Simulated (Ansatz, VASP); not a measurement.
**One calculation of IrRu2, two programs**

The input INCAR:

```
SYSTEM = IrRu2
PREC = Accurate
ENCUT = 600
EDIFF = 1E-6
ISMEAR = 0
SIGMA = 0.1
LREAL = .FALSE.
LASPH = .TRUE.
NELM = 60
ALGO = Fast
ISIF = 3
LWAVE = .FALSE.
LCHARG = .FALSE.
GGA = PE
IBRION = 2
NSW = 100
EDIFFG = -0.01
```

Contents of KPOINTS:

```
Automatic mesh
0
G
  18 18 8
  0 0 0
```

The input POSCAR:

```
IrRu2
1.0
    2.7059792000      0.0000000000      0.0000000000
   -1.3529896000      2.3434467000      0.0000000000
    0.0000000000      0.0000000000      6.6416356000
Ru Ir
2 1
Direct
    0.3333333000      0.6666667000      0.6616800000
    0.6666667000      0.3333333000      0.3383200000
    0.0000000000      0.0000000000      0.0000000000
```

Input for Ansatz:

```yaml
crystal:
  lattice:
    - [2.7059792, 0.0, 0.0]
    - [-1.3529896, 2.3434467, 0.0]
    - [0.0, 0.0, 6.6416356]
  atoms:
    - { symbol: Ru, position: [0.3333333, 0.6666667, 0.66168] }
    - { symbol: Ru, position: [0.6666667, 0.3333333, 0.33832] }
    - { symbol: Ir, position: [0.0, 0.0, 0.0] }
basis:
  ecutwfc: 420
kpoints:
  mp_grid: { grid: [18, 18, 8] }
hamiltonian:
  xc: pbe
scf:
  occupations: { method: gaussian, width: 0.1 }
output:
  forces: true
  stress: true
  eigenvalues: true
relax:
  adjacent_minimum: "off"
  f_tol: 0.01
  max_steps: 80
  cell: { stress_tol: 0.05 }
```

Alike in both runs: task relaxation of cell and atoms; functional PBE; k mesh 18 × 18 × 8; occupations gaussian, width 0.1 eV; no spin polarisation.

|  | VASP | Ansatz |
| --- | --- | --- |
| version | VASP 6.6.1 | Ansatz 0.2.0 |
| potentials or method | VASP PAW PBE potentials, release 64 (Ru_pv, Ir), cutoff 600 eV | scalar-relativistic, plane waves, PAW |
| valence electrons in the cell | 37 | 49 |

```tsv
	VASP	Ansatz	Ansatz less VASP
gap on the k mesh at the Fermi level, each at its own relaxed structure (eV)	none	none	-
relaxed volume (Å³/atom)	14.04	14.04	-0.003
relaxed cell length with the largest relative difference (Å)	2.706	2.706	-0.0003
```

A gap of «none» marks a metal or a gap that the smearing closes. VASP's potentials hold 37 valence electrons a cell and Ansatz's 49, so a difference there can come from the potentials and not from the codes.

Neither program's run includes spin-orbit coupling. Noted on VASP's run: too few bands were computed for a metal, which touches its energy and stress.
